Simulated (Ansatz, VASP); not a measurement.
Given: the input of a run of VASP 6.6.1 on CsSnI3.

File INCAR:

```
PREC = Accurate ; ENCUT = 600
EDIFF = 1E-6 ; ISMEAR = -1
SIGMA = 0.05 ; LREAL = False
LASPH = True ; NELM = 100
ALGO = Normal ; ISIF = 3
LWAVE = False ; LCHARG = False
GGA = B5 ; ALDAX = 1.0
AGGAX = 1.0 ; AGGAC = 1.0
ALDAC = 0.0 ; IVDW = 12
VDW_S6 = 1.0 ; VDW_S8 = 2.6996
VDW_A1 = 0.4298 ; VDW_A2 = 4.2359
IBRION = 2 ; NSW = 60
EDIFFG = -0.01
```

File KPOINTS:

```
Automatic mesh
0
Gamma
  5 5 5
```

The input POSCAR:

```
CsSnI3
1.0
    6.2057000000      0.0000000000      0.0000000000
    0.0000000000      6.2057000000      0.0000000000
    0.0000000000      0.0000000000      6.2057000000
Cs I Sn
1 3 1
Direct
    0.0000000000      0.0000000000      0.0000000000
    0.5000000000      0.5000000000      0.0000000000
    0.5000000000      0.0000000000      0.5000000000
    0.0000000000      0.5000000000      0.5000000000
    0.5000000000      0.5000000000      0.5000000000
```

Potentials or basis: VASP PAW PBE potentials, release 64 (Cs_sv, I, Sn_d).

Launch:

```bash
$ cat potpaw_PBE.64/Cs_sv/POTCAR potpaw_PBE.64/I/POTCAR potpaw_PBE.64/Sn_d/POTCAR > POTCAR
$ mpirun -np 1 vasp_std > vasp.out
```

Q: Translate it to Ansatz 0.2.0. Potentials there: Ansatz PAW.

A: As run (the cutoff follows the program's own potentials):

File input.yaml:

```yaml
crystal:
  lattice:
    - [6.2057, 0.0, 0.0]
    - [0.0, 6.2057, 0.0]
    - [0.0, 0.0, 6.2057]
  atoms:
    - { symbol: Cs, position: [0.0, 0.0, 0.0] }
    - { symbol: I, position: [0.5, 0.5, 0.0] }
    - { symbol: I, position: [0.5, 0.0, 0.5] }
    - { symbol: I, position: [0.0, 0.5, 0.5] }
    - { symbol: Sn, position: [0.5, 0.5, 0.5] }
hamiltonian:
  xc: blyp
  pseudopotentials: { kind: paw }
  dispersion: d3bj
kpoints:
  mp_grid: { grid: [5, 5, 5] }
scf:
  occupations: { method: fermi_dirac, width: 0.05 }
output:
  forces: true
  stress: true
relax:
  f_tol: 0.01
  max_steps: 40
  cell: { stress_tol: 0.05 }
```

Potentials or basis: Ansatz PAW.

The run is started by

```bash
$ ansatz run input.yaml --threads 2 --pin off --max-ram 5632MiB --backend cpu --events-out ev --progress --plain --runs-dir out
```

Both were run:

|  | VASP | Ansatz | Ansatz less VASP |
| --- | --- | --- | --- |
| relaxed volume (Å³/atom) | 47.80 | 47.80 | 0.000 |
| relaxed length of the cell vector where the two differ most in proportion (Å) | 6.206 | 6.206 | 0.0000 |

VASP's potentials were made for PBE, not for BLYP. VASP's potentials hold 44 valence electrons a cell and Ansatz's 74, so a difference there can come from the potentials and not from the codes.

Spin-orbit coupling is off throughout. Noted on VASP's run: the relaxation stopped at its first step, so nothing moved. Noted on Ansatz's run: odd divisions of the mesh miss points on the zone boundary, where band edges often lie, so the gap on the mesh can be too wide; the plane-wave basis is chosen anew once the cell has moved, so the energies of steps on either side of that aren't comparable.
